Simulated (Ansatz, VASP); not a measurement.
**Two plane-wave programs on Cu**

File INCAR:

```
SYSTEM = Cu
PREC     = Accurate       ! precision mode
ENCUT    = 520            ! plane-wave cutoff, eV
EDIFF    = 1E-7           ! SCF threshold, eV
ISMEAR   = -1             ! smearing method
SIGMA    = 0.05           ! smearing width, eV
LREAL    = .FALSE.        ! projectors in reciprocal space
LASPH    = .TRUE.         ! aspherical terms in the spheres
NELM     = 60             ! most SCF steps
ALGO     = Normal         ! electronic algorithm
ISIF     = 2              ! what is computed and relaxed
LWAVE    = .FALSE.        ! write WAVECAR
LCHARG   = .FALSE.        ! write CHGCAR
GGA      = PE             ! functional
NBANDS   = 18             ! bands
```

The input KPOINTS:

```
Automatic mesh
0
G
  17 17 17
  0 0 0
```

POSCAR

```
Cu
1.0
   -2.0348628701      2.0348628701      1.0828967750
    2.0348628701     -2.0348628701      1.0828967750
    2.0348628701      2.0348628701     -1.0828967750
Cu
2
Direct
   -0.3750000000     -0.1250000000     -0.2500000000
    0.3750000000      0.1250000000      0.2500000000
```

Input for Ansatz:

```yaml
crystal:
  lattice:
    - [-2.0348628701, 2.0348628701, 1.082896775]
    - [2.0348628701, -2.0348628701, 1.082896775]
    - [2.0348628701, 2.0348628701, -1.082896775]
  atoms:
    - { symbol: Cu, position: [-0.375, -0.125, -0.25] }
    - { symbol: Cu, position: [0.375, 0.125, 0.25] }
kpoints:
  mp_grid: { grid: [17, 17, 17] }
scf:
  occupations: { method: fermi_dirac, width: 0.05 }
hamiltonian:
  xc: pbe
  pseudopotentials: { kind: paw }
output:
  forces: true
  stress: true
  eigenvalues: true
  populations: true
```

Change from the starting cell: volume scaled by 0.68, PAW files.

Alike in both runs: task single point; functional PBE; k mesh 17 × 17 × 17; occupations fermi-dirac, width 0.05 eV; no spin polarisation.

|  | VASP | Ansatz |
| --- | --- | --- |
| version | VASP 6.6.1 | Ansatz 0.2.0 |
| potentials or method | VASP PAW PBE potentials, release 64 (Cu) | PAW with Ansatz's default frozen-core files, scalar-relativistic |
| plane-wave cutoff (eV) | 520 | 420 |
| valence electrons in the cell | 22 | 38 |

```tsv
	VASP	Ansatz	Ansatz less VASP
pressure (GPa)	115.0	114.4	-0.65
traceless stress, the component that is largest in VASP (GPa)	0.30	0.06	-0.247
```

Both programs put the cell under a high pressure, so it lies far from rest at this level. VASP's potentials hold 22 valence electrons a cell and Ansatz's 38, so a difference there can come from the potentials and not from the codes.

Noted on VASP's run: the cell as given lies far from equilibrium.
